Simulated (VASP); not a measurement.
# InSe2 (P4/nmm) in VASP: single point with PBE

Aim: the single point of InSe2 with PBE.

Everything below comes from runs of VASP 6.6.1. Logs are shortened: lines on timing, memory, paths and dates and some standing lists are left out, and cuts for length are marked.

## Step 1: The cell of the first run

It takes space group P4/nmm (No. 129, tetragonal). The conventional cell has a = 3.887 Å, b = 3.887 Å, c = 9.733 Å, α = 90.00°, β = 90.00°, γ = 90.00°. Within 3.7 Å of In (site symmetry 4mm) lie 9 Se at 2.83 to 3.48 Å. Se (site symmetry 4mm) has 5 In at 2.83 to 3.29 Å and 8 Se at 3.79 to 3.89 Å within 3.9 Å. Within 3.6 Å of Se (site symmetry -4m2) lie 4 Se at 2.75 Å and 4 In at 3.48 Å.

## Step 2: Single point, PBE

The input, INCAR:

```
PREC = Accurate
ENCUT = 520
EDIFF = 1E-6
ISMEAR = 0
SIGMA = 0.15
LREAL = False
LASPH = True
NELM = 100
ALGO = Normal
ISIF = 2
LWAVE = False
LCHARG = True
GGA = PE
LELF = True
LVHAR = True
NBANDS = 34
```

The input, KPOINTS:

```
Automatic mesh
0
Gamma
  10 10 4
```

The input, POSCAR:

```
InSe2
1.0
    3.8873932744      0.0000000000      0.0000000000
    0.0000000000      3.8873932744      0.0000000000
    0.0000000000      0.0000000000      9.7325349658
In Se
2 4
Direct
    0.0000000000      0.5000000000      0.7035851614
    0.5000000000      0.0000000000      0.2964148386
    0.0000000000      0.5000000000      0.3657877562
    0.5000000000      0.0000000000      0.6342122438
    0.0000000000      0.0000000000      0.0000000000
    0.5000000000      0.5000000000      0.0000000000
```

Potentials or basis: VASP PAW PBE potentials, release 64 (In_d, Se).

On the command line:

```sh
> cat potpaw_PBE.64/In_d/POTCAR potpaw_PBE.64/Se/POTCAR > POTCAR
> mpirun -np 1 vasp_std > vasp.out
```

OUTCAR:

```text
PREC = Accurate
   ENCUT = 520
   EDIFF = 1E-6
   ISMEAR = 0
   LREAL = False
   LASPH = True
   NELM = 100
   ISIF = 2
   GGA = PE

 ion  position               nearest neighbor table
   1  0.000  0.500  0.704-   4 2.83   4 2.83   4 2.83   4 2.83   3 3.29
   2  0.500  0.000  0.296-   3 2.83   3 2.83   3 2.83   3 2.83   4 3.29
   3  0.000  0.500  0.366-   2 2.83   2 2.83   2 2.83   2 2.83   1 3.29
   4  0.500  0.000  0.634-   1 2.83   1 2.83   1 2.83   1 2.83   2 3.29
   5  0.000  0.000  0.000-   6 2.75   6 2.75   6 2.75   6 2.75
   6  0.500  0.500  0.000-   5 2.75   5 2.75   5 2.75   5 2.75

  LATTYP: Found a simple tetragonal cell.
 ALAT       =     3.8873932744
 C/A-ratio  =     2.5036147050

  Lattice vectors:

 A1 = (   3.8873932744,   0.0000000000,   0.0000000000)
 A2 = (   0.0000000000,   3.8873932744,   0.0000000000)
 A3 = (   0.0000000000,   0.0000000000,   9.7325349658)

Analysis of symmetry for initial positions (statically):
=====================================================================
 Subroutine PRICEL returns:
 Original cell was already a primitive cell.

 Routine SETGRP: Setting up the symmetry group for a
 simple tetragonal supercell.

 Subroutine GETGRP returns: Found 16 space group operations
 (whereof  8 operations were pure point group operations)
 out of a pool of 16 trial point group operations.

The static configuration has the point symmetry D_2d.
 The point group associated with its full space group is D_4h.

Analysis of symmetry for dynamics (positions and initial velocities):
=====================================================================
 Subroutine PRICEL returns:
 Original cell was already a primitive cell.

 Routine SETGRP: Setting up the symmetry group for a
 simple tetragonal supercell.

 Subroutine GETGRP returns: Found 16 space group operations
 (whereof  8 operations were pure point group operations)
 out of a pool of 16 trial point group operations.

The dynamic configuration has the point symmetry D_2d.
 The point group associated with its full space group is D_4h.

 Subroutine INISYM returns: Found 16 space group operations
 (whereof  8 operations are pure point group operations),
 and found     1 'primitive' translations

----------------------------------------------------------------------------------------

                                     Primitive cell

  volume of cell :     147.0764

  direct lattice vectors                    reciprocal lattice vectors
     3.887393274  0.000000000  0.000000000     0.257241789  0.000000000  0.000000000
     0.000000000  3.887393274  0.000000000     0.000000000  0.257241789  0.000000000
     0.000000000  0.000000000  9.732534966     0.000000000  0.000000000  0.102748154

  length of vectors
     3.887393274  3.887393274  9.732534966     0.257241789  0.257241789  0.102748154

  position of ions in fractional coordinates (direct lattice)
     0.000000000  0.500000000  0.703585161
     0.500000000  0.000000000  0.296414839
     0.000000000  0.500000000  0.365787756
     0.500000000  0.000000000  0.634212244
     0.000000000  0.000000000  0.000000000
     0.500000000  0.500000000  0.000000000

  ion indices of the primitive-cell ions
   primitive index   ion index
                 1           1
                 2           2
                 3           3
                 4           4
                 5           5
                 6           6

----------------------------------------------------------------------------------------

 KPOINTS: Automatic mesh

Automatic generation of k-mesh.
 Grid dimensions read from file:
 generate k-points for:   10   10    4

 Generating k-lattice:

  Cartesian coordinates                     Fractional coordinates (reciprocal lattice)
     0.025724179  0.000000000  0.000000000     0.100000000  0.000000000  0.000000000
     0.000000000  0.025724179  0.000000000     0.000000000  0.100000000  0.000000000
     0.000000000  0.000000000  0.025687038     0.000000000  0.000000000  0.250000000

  Length of vectors
     0.025724179  0.025724179  0.025687038

  Shift w.r.t. Gamma in fractional coordinates (k-lattice)
     0.000000000  0.000000000  0.000000000

 Subroutine IBZKPT returns following result:
 ===========================================

 Found     63 irreducible k-points:

 Following reciprocal coordinates:
            Coordinates               Weight
  0.000000  0.000000  0.000000      1.000000
  0.100000  0.000000  0.000000      4.000000
  0.200000  0.000000  0.000000      4.000000
  0.300000  0.000000  0.000000      4.000000
  0.400000  0.000000  0.000000      4.000000
  0.500000  0.000000  0.000000      2.000000
[... 16 lines left out ...]
  0.100000  0.000000  0.250000      8.000000
  0.200000  0.000000  0.250000      8.000000
 [... further k-points ...]
   k-points           NKPTS =     63   k-points in BZ     NKDIM =     63   number of bands    NBANDS=     34
   number of dos      NEDOS =    301   number of ions     NIONS =      6
   total plane-waves  NPLWV =  64800
   dimension x,y,z NGX =    30 NGY =   30 NGZ =   72
   dimension x,y,z NGXF=    60 NGYF=   60 NGZF=  144
   ions per type =               2   4
   NGX,Y,Z   is equivalent  to a cutoff of  12.83, 12.83, 12.30 a.u.
   NGXF,Y,Z  is equivalent  to a cutoff of  25.66, 25.66, 24.60 a.u.
 SYSTEM =  unknown system
   PREC   = accura    normal or accurate (medium, high low for compatibility)
   ISTART =      0    job   : 0-new  1-cont  2-samecut
   ICHARG =      2    charge: 1-file 2-atom 10-const
   ISPIN  =      1    spin polarized calculation?
   LNONCOLLINEAR =      F non collinear calculations
   LSORBIT =      F    spin-orbit coupling
   LASPH  =      T    aspherical Exc in radial PAW
   ENCUT  =  520.0 eV  38.22 Ry    6.18 a.u.   7.23  7.23 18.10*2*pi/ulx,y,z
   NELM   =    100;   NELMIN=  2; NELMDL= -5     # of ELM steps
   EDIFF  = 0.1E-05   stopping-criterion for ELM
   LREAL  =      F    real-space projection
   EDIFFG = 0.1E-04   stopping-criterion for IOM
   NSW    =      0    number of steps for IOM
   IBRION =     -1    ionic relax: 0-MD 1-quasi-New 2-CG
   NFREE  =      0    steps in history (QN), initial steepest desc. (CG)
   ISIF   =      2    stress and relaxation
   ISYM   =      2    0-nonsym 1-usesym 2-fastsym
   POTIM  = 0.5000    time-step for ionic-motion
   TEBEG  =    0.0;   TEEND  =   0.0 temperature during run
   PSTRESS=    0.0 pullay stress
   NELECT =      50.0000    total number of electrons
   NUPDOWN=      -1.0000    fix difference up-down
   EMIN   =  10.00;   EMAX   =-10.00  energy-range for DOS
   EFERMI =   0.00;   METHOD = LEGACY
   ISMEAR =     0;   SIGMA  =   0.15  broadening in eV -4-tet -1-fermi 0-gaus
   EFERMI_NEDOS =   21; number of points for ismear=-14 and -15
   IALGO  =     38    algorithm
   IMIX   =      4    mixing-type and parameters
     AMIX     =   0.40;   BMIX     =  1.00
     AMIX_MAG =   1.60;   BMIX_MAG =  1.00
  volume/ion in A,a.u.               =      24.51       165.42
  Fermi-wavevector in a.u.,A,eV,Ry     =   1.142573  2.159149 17.762031  1.305472
  Thomas-Fermi vector in A             =   2.279270
   LORBIT       =      0    0 simple, 1 ext, 2 COOP (PROOUT), +10 PAW based schemes
   GGA     = PE    functional components
   LHFCALC =     F    Hartree Fock is set to
   AEXX    =    0.0000 exact exchange contribution
   IVDW    =     0    specifies the selected vdW correction
   LEPSILON=     F    determine dielectric tensor
   LRPA    =     F    only Hartree local field effects (RPA)
 non-spin polarized calculation
 Gauss-broadening in eV      SIGMA  =   0.15
  energy-cutoff  :      520.00
  volume of cell :      147.08
 maximum number of plane-waves:      4008
 NGX is ok and might be reduce to    30
   NGX = 15   NGY = 15   NGZ = 37

 number of electron      49.9999994 magnetization

 Free energy of the ion-electron system (eV)
  ---------------------------------------------------
  ext. energy  EPLUGINS =         0.00000000
  ---------------------------------------------------
  free energy    TOTEN  =       -20.29749035 eV

  energy without entropy =      -20.26824337  energy(sigma->0) =      -20.28286686

 E-fermi :   5.0224     XC(G=0):  -9.8344

 val. band max:        5.0223488629   @ k =   0.1000   0.1000   0.5000
 cond. band min:       5.0297589798   @ k =   0.5000   0.2000   0.2500
 fundamental gap:      0.0074101169
 Fermi energy:         5.0224407319

 k-point     1 :       0.0000    0.0000    0.0000
  band No.  band energies     occupation
      1     -10.0973      2.00000
      2      -9.7113      2.00000
      3      -9.6506      2.00000
      4      -9.4989      2.00000
      5      -9.4961      2.00000
      6      -9.4657      2.00000
[... 26 lines left out ...]
     33      11.3258      0.00000
     34      11.3316      0.00000

 k-point     2 :       0.1000    0.0000    0.0000
  band No.  band energies     occupation
      1     -10.0205      2.00000
      2      -9.6971      2.00000
      3      -9.6313      2.00000
      4      -9.4933      2.00000
      5      -9.4902      2.00000
      6      -9.4697      2.00000
[... 26 lines left out ...]
     33      11.0242      0.00000
     34      11.1342      0.00000

 k-point     3 :       0.2000    0.0000    0.0000
  band No.  band energies     occupation
      1      -9.8058      2.00000
      2      -9.6612      2.00000
      3      -9.5706      2.00000
      4      -9.4874      2.00000
      5      -9.4860      2.00000
      6      -9.4701      2.00000
[... 26 lines left out ...]
     33      10.5506      0.00000
     34      10.8262      0.00000
[... 704 lines left out ...]
 k-point    23 :       0.1000    0.0000    0.2500
  band No.  band energies     occupation
      1     -10.0188      2.00000
      2      -9.6903      2.00000
      3      -9.6367      2.00000
      4      -9.4929      2.00000
      5      -9.4905      2.00000
      6      -9.4691      2.00000
[... 26 lines left out ...]
     33      11.1744      0.00000
     34      11.2922      0.00000

 k-point    24 :       0.2000    0.0000    0.2500
  band No.  band energies     occupation
      1      -9.8083      2.00000
      2      -9.6453      2.00000
      3      -9.5817      2.00000
      4      -9.4880      2.00000
      5      -9.4844      2.00000
      6      -9.4702      2.00000
[... 26 lines left out ...]
     33      10.6550      0.00000
     34      11.3835      0.00000

 [... further k-points ...]

------------------------ aborting loop because EDIFF is reached ----------------------------------------

  FORCE on cell =-STRESS in cart. coord.  units (eV):
  Direction    XX          YY          ZZ          XY          YZ          ZX
  --------------------------------------------------------------------------------------
  -------------------------------------------------------------------------------------
  Total        0.0350559      0.0350559      0.0142858      0.0000000      0.0000000      0.0000000
  in kB        0.3818816      0.3818816      0.1556225      0.0000000      0.0000000      0.0000000
  external PRESSURE =       0.3064619 kB  Pullay stress =       0.0000000 kB

 VOLUME and BASIS-vectors are now :
 -----------------------------------------------------------------------------
  energy-cutoff  :      520.00
  volume of cell :      147.08
      direct lattice vectors                 reciprocal lattice vectors
     3.887393274  0.000000000  0.000000000     0.257241789  0.000000000  0.000000000
     0.000000000  3.887393274  0.000000000     0.000000000  0.257241789  0.000000000
     0.000000000  0.000000000  9.732534966     0.000000000  0.000000000  0.102748154

 POSITION                                       TOTAL-FORCE (eV/Angst)
 -----------------------------------------------------------------------------------
      0.00000      1.94370      6.84767         0.000000      0.000000      0.003925
      1.94370      0.00000      2.88487        -0.000000      0.000000     -0.003925
      0.00000      1.94370      3.56004        -0.000000     -0.000000      0.000753
      1.94370      0.00000      6.17249        -0.000000      0.000000     -0.000753
      0.00000      0.00000      0.00000        -0.000000     -0.000000      0.000000
      1.94370      1.94370      0.00000        -0.000000      0.000000      0.000000
 -----------------------------------------------------------------------------------
    total drift:                                0.000000      0.000000      0.000000

  FREE ENERGIE OF THE ION-ELECTRON SYSTEM (eV)
  ---------------------------------------------------
  free  energy   TOTEN  =       -20.2974903455 eV

  energy  without entropy=      -20.2682433717  energy(sigma->0) =      -20.28286686
```

Wall time 5 min (1 thread of Intel Xeon Platinum 8259CL at 2.50GHz (Skylake/Cascade Lake), shared host); peak memory 0.4 GiB.

What came out:

| Quantity | Value |
| --- | --- |
| Free energy | -20.2975 eV |
| Pressure | 0.0 GPa |
| Largest force | 0.004 eV/Å |
| Band gap on the k mesh | zero (bands 25 and 26 overlap by 2.07 eV) |

Forces on the atoms (eV/Å):
```
In   0.000  0.000  0.004
In   0.000  0.000 -0.004
Se   0.000  0.000  0.001
Se   0.000  0.000 -0.001
Se   0.000  0.000  0.000
Se   0.000  0.000  0.000
```

Caveat: spin-orbit coupling is left out, which moves the levels of the heavy elements.
